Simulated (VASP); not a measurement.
Here is a VASP 6.6.1 calculation.

INCAR

```
SYSTEM = WSe2
  PREC = Accurate
  ENCUT = 520
  EDIFF = 1E-7
  ISMEAR = 0
  SIGMA = 0.05
  LREAL = .False.
  LASPH = .True.
  NELM = 60
  ALGO = Normal
  ISIF = 2
  LWAVE = .False.
  LCHARG = .True.
  GGA = PE
  IVDW = 12
  LELF = .True.
  LVHAR = .True.
  NBANDS = 20
```

File KPOINTS:

```
Automatic mesh
0
Gamma
  9 9 4
  0 0 0
```

Contents of POSCAR:

```
WSe2
1.0
    3.3795566996      0.0000000000      0.0000000000
   -1.6897783498      2.9267819554      0.0000000000
    0.0000000000      0.0000000000      6.5948669437
W Se
1 2
Direct
    0.0000000000      0.0000000000      0.0000000000
    0.3333333333      0.6666666667      0.2643480231
    0.3333333333      0.6666666667      0.7356519769
```

Potentials or basis: VASP PAW PBE potentials, release 64 (W_sv, Se).

The run is started by

```console
$ cat potpaw_PBE.64/W_sv/POTCAR potpaw_PBE.64/Se/POTCAR > POTCAR
$ mpirun -np 1 vasp_std > vasp.out
```

What does it give for the pressure?

-8.7 GPa.

Estimate the largest force.

1.856 eV/Å.

Predict the dispersion energy per atom.

-0.432 eV.

Predict the band gap on the k mesh.

0.77 eV (least direct gap 1.39 eV).

Forces on the atoms (eV/Å):
```
W    0.000  0.000  0.000
Se   0.000  0.000 -1.856
Se   0.000  0.000  1.856
```

Caveat: the cell stands under tension; spin-orbit coupling is left out, which moves the levels of the heavy elements; an odd mesh through Γ misses points on the zone boundary, where band edges can lie; forces of over 1 eV/Å act on the atoms, so gaps and moduli don't describe the material at rest.
